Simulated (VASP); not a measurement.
# La (Fm-3m) in VASP: notebook

The runs below take La through single point, with PBE.

All numbers are computed with VASP 6.6.1; they aren't measurements. Logs are shortened: lines on timing, memory, paths and dates and some standing lists are left out, and cuts for length are marked.

### Step 1. The cell of the first run

It takes space group Fm-3m (No. 225, cubic). Conventional cell: a = 5.296 Å, b = 5.296 Å, c = 5.296 Å, α = 90.00°, β = 90.00°, γ = 90.00°. Within 4.9 Å of La (site symmetry m-3m) lie 12 La at 3.74 Å.

This isn't the form of La at room conditions, which is double hcp.

### Step 2. Single point, PBE

The input, INCAR:

```
PREC = Accurate
ENCUT = 520
EDIFF = 1E-7
ISMEAR = -1
SIGMA = 0.05
LREAL = False
LASPH = True
NELM = 60
ALGO = Normal
ISIF = 2
LWAVE = False
LCHARG = False
GGA = PE
NBANDS = 12
```

The input, KPOINTS:

```
Automatic mesh
0
Gamma
  12 12 12
```

The input, POSCAR:

```
La
1.0
    0.0000000000      2.6480000000      2.6480000000
    2.6480000000      0.0000000000      2.6480000000
    2.6480000000      2.6480000000      0.0000000000
La
1
Direct
    0.0000000000      0.0000000000      0.0000000000
```

Potentials or basis: VASP PAW PBE potentials, release 64 (La).

Launch:

```console
$ cat potpaw_PBE.64/La/POTCAR > POTCAR
$ mpirun -np 1 vasp_std > vasp.out
```

OUTCAR:

```text
PREC = Accurate
   ENCUT = 520
   EDIFF = 1E-7
   ISMEAR = -1
   LREAL = False
   LASPH = True
   NELM = 60
   ISIF = 2
   GGA = PE

 ion  position               nearest neighbor table
   1  0.000  0.000  0.000-

  LATTYP: Found a face centered cubic cell.
 ALAT       =     5.2960000000

  Lattice vectors:

 A1 = (   0.0000000000,   2.6480000000,   2.6480000000)
 A2 = (   2.6480000000,   0.0000000000,   2.6480000000)
 A3 = (   2.6480000000,   2.6480000000,   0.0000000000)

Analysis of symmetry for initial positions (statically):
=====================================================================
 Subroutine PRICEL returns:
 Original cell was already a primitive cell.

 Routine SETGRP: Setting up the symmetry group for a
 face centered cubic supercell.

 Subroutine GETGRP returns: Found 48 space group operations
 (whereof 48 operations were pure point group operations)
 out of a pool of 48 trial point group operations.

The static configuration has the point symmetry O_h .

Analysis of symmetry for dynamics (positions and initial velocities):
=====================================================================
 Subroutine PRICEL returns:
 Original cell was already a primitive cell.

 Routine SETGRP: Setting up the symmetry group for a
 face centered cubic supercell.

 Subroutine GETGRP returns: Found 48 space group operations
 (whereof 48 operations were pure point group operations)
 out of a pool of 48 trial point group operations.

The dynamic configuration has the point symmetry O_h .

 Subroutine INISYM returns: Found 48 space group operations
 (whereof 48 operations are pure point group operations),
 and found     1 'primitive' translations

----------------------------------------------------------------------------------------

                                     Primitive cell

  volume of cell :      37.1350

  direct lattice vectors                    reciprocal lattice vectors
     0.000000000  2.648000000  2.648000000    -0.188821752  0.188821752  0.188821752
     2.648000000  0.000000000  2.648000000     0.188821752 -0.188821752  0.188821752
     2.648000000  2.648000000  0.000000000     0.188821752  0.188821752 -0.188821752

  length of vectors
     3.744837513  3.744837513  3.744837513     0.327048868  0.327048868  0.327048868

  position of ions in fractional coordinates (direct lattice)
     0.000000000  0.000000000  0.000000000

  ion indices of the primitive-cell ions
   primitive index   ion index
                 1           1

----------------------------------------------------------------------------------------

 KPOINTS: Automatic mesh

Automatic generation of k-mesh.
 Grid dimensions read from file:
 generate k-points for:   12   12   12

 Generating k-lattice:

  Cartesian coordinates                     Fractional coordinates (reciprocal lattice)
    -0.015735146  0.015735146  0.015735146     0.083333333  0.000000000  0.000000000
     0.015735146 -0.015735146  0.015735146     0.000000000  0.083333333  0.000000000
     0.015735146  0.015735146 -0.015735146     0.000000000  0.000000000  0.083333333

  Length of vectors
     0.027254072  0.027254072  0.027254072

  Shift w.r.t. Gamma in fractional coordinates (k-lattice)
     0.000000000  0.000000000  0.000000000

 Subroutine IBZKPT returns following result:
 ===========================================

 Found     72 irreducible k-points:

 Following reciprocal coordinates:
            Coordinates               Weight
  0.000000  0.000000  0.000000      1.000000
  0.083333  0.000000  0.000000      8.000000
  0.166667  0.000000  0.000000      8.000000
  0.250000  0.000000  0.000000      8.000000
  0.333333  0.000000  0.000000      8.000000
  0.416667  0.000000  0.000000      8.000000
[... 16 lines left out ...]
  0.500000  0.166667  0.000000     24.000000
 -0.416667  0.166667  0.000000     24.000000
 [... further k-points ...]
   k-points           NKPTS =     72   k-points in BZ     NKDIM =     72   number of bands    NBANDS=     12
   number of dos      NEDOS =    301   number of ions     NIONS =      1
   total plane-waves  NPLWV =  21952
   dimension x,y,z NGX =    28 NGY =   28 NGZ =   28
   dimension x,y,z NGXF=    56 NGYF=   56 NGZF=   56
   ions per type =               1
   NGX,Y,Z   is equivalent  to a cutoff of  12.43, 12.43, 12.43 a.u.
   NGXF,Y,Z  is equivalent  to a cutoff of  24.86, 24.86, 24.86 a.u.
 SYSTEM =  unknown system
   PREC   = accura    normal or accurate (medium, high low for compatibility)
   ISTART =      0    job   : 0-new  1-cont  2-samecut
   ICHARG =      2    charge: 1-file 2-atom 10-const
   ISPIN  =      1    spin polarized calculation?
   LNONCOLLINEAR =      F non collinear calculations
   LSORBIT =      F    spin-orbit coupling
   LASPH  =      T    aspherical Exc in radial PAW
   ENCUT  =  520.0 eV  38.22 Ry    6.18 a.u.   6.96  6.96  6.96*2*pi/ulx,y,z
   NELM   =     60;   NELMIN=  2; NELMDL= -5     # of ELM steps
   EDIFF  = 0.1E-06   stopping-criterion for ELM
   LREAL  =      F    real-space projection
   EDIFFG = 0.1E-05   stopping-criterion for IOM
   NSW    =      0    number of steps for IOM
   IBRION =     -1    ionic relax: 0-MD 1-quasi-New 2-CG
   NFREE  =      0    steps in history (QN), initial steepest desc. (CG)
   ISIF   =      2    stress and relaxation
   ISYM   =      2    0-nonsym 1-usesym 2-fastsym
   POTIM  = 0.5000    time-step for ionic-motion
   TEBEG  =    0.0;   TEEND  =   0.0 temperature during run
   PSTRESS=    0.0 pullay stress
   NELECT =      11.0000    total number of electrons
   NUPDOWN=      -1.0000    fix difference up-down
   EMIN   =  10.00;   EMAX   =-10.00  energy-range for DOS
   EFERMI =   0.00;   METHOD = LEGACY
   ISMEAR =    -1;   SIGMA  =   0.05  broadening in eV -4-tet -1-fermi 0-gaus
   EFERMI_NEDOS =   21; number of points for ismear=-14 and -15
   IALGO  =     38    algorithm
   IMIX   =      4    mixing-type and parameters
     AMIX     =   0.40;   BMIX     =  1.00
     AMIX_MAG =   1.60;   BMIX_MAG =  1.00
  volume/ion in A,a.u.               =      37.14       250.60
  Fermi-wavevector in a.u.,A,eV,Ry     =   1.091301  2.062259 16.203683  1.190937
  Thomas-Fermi vector in A             =   2.227543
   LORBIT       =      0    0 simple, 1 ext, 2 COOP (PROOUT), +10 PAW based schemes
   GGA     = PE    functional components
   LHFCALC =     F    Hartree Fock is set to
   AEXX    =    0.0000 exact exchange contribution
   IVDW    =     0    specifies the selected vdW correction
   LEPSILON=     F    determine dielectric tensor
   LRPA    =     F    only Hartree local field effects (RPA)
 non-spin polarized calculation
  energy-cutoff  :      520.00
  volume of cell :       37.14
 maximum number of plane-waves:      1018
   NGX = 13   NGY = 13   NGZ = 13

 number of electron      10.9999999 magnetization

 Free energy of the ion-electron system (eV)
  ---------------------------------------------------
  ext. energy  EPLUGINS =         0.00000000
  ---------------------------------------------------
  free energy    TOTEN  =        -4.89040807 eV

  energy without entropy =       -4.87494798  energy(sigma->0) =       -4.88267802

 E-fermi :   7.8556     XC(G=0):  -9.5598

 val. band max:        7.8470341232   @ k =  -0.1667   0.2500   0.0833
 cond. band min:       7.8763456492   @ k =  -0.4167   0.2500   0.0000
 fundamental gap:      0.0293115260
 Fermi energy:         7.8556405523

 k-point     1 :       0.0000    0.0000    0.0000
  band No.  band energies     occupation
      1     -24.9927      2.00000
      2      -7.9872      2.00000
      3      -7.9872      2.00000
      4      -7.9872      2.00000
      5       4.6885      2.00000
      6       9.1761      0.00000
      7       9.3572      0.00000
      8       9.3572      0.00000
      9       9.3572      0.00000
     10       9.6725      0.00000
     11       9.6725      0.00000
     12       9.6725      0.00000

 k-point     2 :       0.0833    0.0000    0.0000
  band No.  band energies     occupation
      1     -24.9800      2.00000
      2      -8.0921      2.00000
      3      -7.9994      2.00000
      4      -7.9994      2.00000
      5       4.8953      2.00000
      6       8.7965      0.00000
      7       9.3811      0.00000
      8       9.3811      0.00000
      9       9.5885      0.00000
     10       9.6744      0.00000
     11       9.6744      0.00000
     12       9.7332      0.00000

 k-point     3 :       0.1667    0.0000    0.0000
  band No.  band energies     occupation
      1     -24.9449      2.00000
      2      -8.3677      2.00000
      3      -8.0324      2.00000
      4      -8.0324      2.00000
      5       5.4268      2.00000
      6       8.4199      0.00003
      7       9.4093      0.00000
      8       9.4093      0.00000
      9       9.5413      0.00000
     10       9.6802      0.00000
     11       9.6802      0.00000
     12       9.9905      0.00000
[... 286 lines left out ...]
 k-point    23 :       0.5000    0.1667    0.0000
  band No.  band energies     occupation
      1     -24.7809      2.00000
      2      -9.2358      2.00000
      3      -8.3853      2.00000
      4      -8.2456      2.00000
      5       6.7396      2.00000
      6       8.0477      0.04207
      7       9.1226      0.00000
      8       9.4767      0.00000
      9       9.7306      0.00000
     10       9.7346      0.00000
     11       9.9171      0.00000
     12      10.1191      0.00000

 k-point    24 :      -0.4167    0.1667    0.0000
  band No.  band energies     occupation
      1     -24.7775      2.00000
      2      -9.2480      2.00000
      3      -8.4323      2.00000
      4      -8.2158      2.00000
      5       6.8095      2.00000
      6       8.0494      0.04068
      7       9.3848      0.00000
      8       9.4198      0.00000
      9       9.6423      0.00000
     10       9.6951      0.00000
     11       9.9383      0.00000
     12      10.1481      0.00000

 [... further k-points ...]

------------------------ aborting loop because EDIFF is reached ----------------------------------------

  FORCE on cell =-STRESS in cart. coord.  units (eV):
  Direction    XX          YY          ZZ          XY          YZ          ZX
  --------------------------------------------------------------------------------------
  -------------------------------------------------------------------------------------
  Total       -0.0462475     -0.0462475     -0.0462475      0.0000000     -0.0000000     -0.0000000
  in kB       -1.9953292     -1.9953292     -1.9953292      0.0000000     -0.0000000     -0.0000000
  external PRESSURE =      -1.9953292 kB  Pullay stress =       0.0000000 kB

 VOLUME and BASIS-vectors are now :
 -----------------------------------------------------------------------------
  energy-cutoff  :      520.00
  volume of cell :       37.14
      direct lattice vectors                 reciprocal lattice vectors
     0.000000000  2.648000000  2.648000000    -0.188821752  0.188821752  0.188821752
     2.648000000  0.000000000  2.648000000     0.188821752 -0.188821752  0.188821752
     2.648000000  2.648000000  0.000000000     0.188821752  0.188821752 -0.188821752

 POSITION                                       TOTAL-FORCE (eV/Angst)
 -----------------------------------------------------------------------------------
      0.00000      0.00000      0.00000         0.000000     -0.000000     -0.000000
 -----------------------------------------------------------------------------------
    total drift:                                0.000000      0.000000      0.000000

  FREE ENERGIE OF THE ION-ELECTRON SYSTEM (eV)
  ---------------------------------------------------
  free  energy   TOTEN  =        -4.8904080670 eV

  energy  without entropy=       -4.8749479777  energy(sigma->0) =       -4.88267802
```

Wall time 51 s (1 thread of Intel Xeon Platinum 8259CL at 2.50GHz (Skylake/Cascade Lake), shared host); peak memory 0.19 GiB.

Results:

```
Free energy            : -4.8904 eV
Pressure               : -0.2 GPa
Band gap on the k mesh : zero (an odd number of electrons rules out a gap without spin polarisation)
```

Caveat: spin-orbit coupling is left out, which moves the levels of the heavy elements.

### Step 3. Single point, PBE

The input, INCAR:

```
SYSTEM = La
  ALGO = Normal
  EDIFF = 1E-7
  ENCUT = 520
  GGA = PE
  ISIF = 2
  ISMEAR = -1
  LASPH = .TRUE.
  LCHARG = .FALSE.
  LREAL = .FALSE.
  LWAVE = .FALSE.
  NBANDS = 12
  NELM = 80
  PREC = Accurate
  SIGMA = 0.05
```

The input, KPOINTS:

```
k-points
0
G
  12 12 12
  0 0 0
```

POSCAR is that of step 2.

Potentials or basis: VASP PAW PBE potentials, release 64 (La).

Launch:

```console
$ cat potpaw_PBE.64/La/POTCAR > POTCAR
$ mpirun -np 1 vasp_std > vasp.out
```

Run time: 50 s. Hardware: 1 thread of Intel Xeon Platinum 8259CL at 2.50GHz (Skylake/Cascade Lake), shared host; peak memory 0.19 GiB.

It converged, with:

| Quantity | Value |
| --- | --- |
| Free energy | -4.8904 eV |
| Pressure | -0.2 GPa |
| Band gap on the k mesh | zero (an odd number of electrons rules out a gap without spin polarisation) |

Levels at points of the mesh, in eV from the Fermi level:
```csv
k point,band 3,band 4,band 5,band 6,band 7,band 8
"(0.00, 0.00, 0.00)",-15.84,-15.84,-3.17,1.32,1.50,1.50
"(0.50, 0.00, 0.00)",-16.02,-16.02,-1.70,1.30,1.30,1.34
"(0.50, 0.50, 0.00)",-16.33,-16.33,-1.96,-1.37,1.91,1.91
```

Caveat: spin-orbit coupling is left out, which moves the levels of the heavy elements.

### Step 4. Single point, PBE, non-collinear spin, zero start, spin-orbit coupling

The input, INCAR:

```
ALGO = Normal ; EDIFF = 1E-6
ENCUT = 520 ; GGA = PE
GGA_COMPAT = False ; ISIF = 2
ISMEAR = -1 ; LASPH = True
LCHARG = False ; LMAXMIX = 6
LORBIT = 11 ; LORBMOM = True
LREAL = False ; LSORBIT = True
LWAVE = False ; MAGMOM = 0 0 0
NBANDS = 22 ; NELM = 150
PREC = Accurate ; SIGMA = 0.05
```

The input, KPOINTS:

```
k-points
0
Gamma
  12 12 12
```

POSCAR is that of step 3.

Launch:

```console
$ cat potpaw_PBE.64/La/POTCAR > POTCAR
$ mpirun -np 1 vasp_ncl > vasp.out
```

It took 2.4 min on 1 thread of Intel Xeon Platinum 8259CL at 2.50GHz (Skylake/Cascade Lake), shared host; peak memory 0.3 GiB.

The run converged. Its results:

```
Free energy                                           : -5.1880 eV
Pressure                                              : -0.3 GPa
Net moment                                            : 0.00 μB per cell
Valence electrons inside the program's atomic spheres : La 8.60
```

Moments on the atoms (μB; x, y, z):
```
La  0.00 0.00 0.00
```
